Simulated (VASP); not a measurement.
Write the native input for VASP 6.6.1 that does the following.

```yaml
Task: single point
Functional: PBE
Potentials_or_basis: VASP PAW PBE potentials, release 64 (Li_sv, Be)
Cutoff: 520 eV
k_mesh: 6 × 6 × 6
Occupations: gaussian, width 0.1 eV
Spin: no spin polarisation
Dipole_correction: no
Further_INCAR_settings: ALGO = Normal; EDIFF = 1e-07; NBANDS = 10
```

The structure of LiBe2 lies in POSCAR:

```
LiBe2
1.0
    3.8632048239      0.0000000000      0.0000000000
   -1.9316024119      3.3456335175      0.0000000000
    0.0000000000      0.0000000000      2.1814598074
Li Be
1 2
Direct
    0.6666666667      0.3333333333      0.5000000000
    0.0000000000      0.0000000000      0.0000000000
    0.3333333333      0.6666666667      0.5000000000
```

The input as run:

INCAR

```
ALGO = Normal ; EDIFF = 1E-7
ENCUT = 520 ; GGA = PE
ISIF = 2 ; ISMEAR = 0
LASPH = T ; LCHARG = F
LREAL = F ; LWAVE = F
NBANDS = 10 ; NELM = 80
PREC = Accurate ; SIGMA = 0.1
```

KPOINTS

```
k-points
0
Gamma
  6 6 6
```

Potentials or basis: VASP PAW PBE potentials, release 64 (Li_sv, Be).

Run with:

```sh
$ cat potpaw_PBE.64/Li_sv/POTCAR potpaw_PBE.64/Be/POTCAR > POTCAR
$ mpirun -np 1 vasp_std > vasp.out
```

It took 8.4 s on 1 thread of Intel Xeon 6975P-C, on a shared host, peak memory 0.14 GiB.
